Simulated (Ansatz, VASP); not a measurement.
# Two plane-wave programs on ZrWS3

```
Zr W S
1.0
     4.92720    0.00000    0.00000
     0.00000    4.92720    0.00000
     0.00000    0.00000    4.92720
Zr W S
1 1 3
Direct
  0.50000 0.50000 0.50000
  0.00000 0.00000 0.00000
  0.50000 0.50000 0.00000
  0.00000 0.50000 0.50000
  0.50000 0.00000 0.50000
```

Change from the starting cell: species swapped into the Ca3GeO type (Pm-3m, No. 221).

Alike in both runs: functional PBE; k mesh 4 × 4 × 4; occupations gaussian, width 0.1 eV; collinear spin.

Ansatz relaxed the structure, and its values are those at the end. VASP's run is a single point on that final structure, the one shown.

```csv
,VASP,Ansatz
version,VASP 6.6.1,Ansatz 0.2.0
potentials or method,"VASP PAW PBE potentials, release 64 (Zr_sv, W_sv, S), cutoff 520 eV","scalar-relativistic, plane waves, PAW"
valence electrons in the cell,44,44
```

|  | VASP | Ansatz | Ansatz less VASP |
| --- | --- | --- | --- |
| gap on the k mesh at the Fermi level (eV) | none | none | - |
| pressure (GPa) | -0.4 | -0.4 | +0.04 |
| net moment per atom (μB) | 0.80 | 0.80 | 0.000 |
| size of the moment on the site where the two differ most (μB) | 3.21 | 3.66 | +0.453 |

Site moments also hang on the region over which each program counts them. A gap of «none» marks a metal or a gap that the smearing closes. Ansatz's warnings: no starting moments.

Spin-orbit coupling is off throughout.
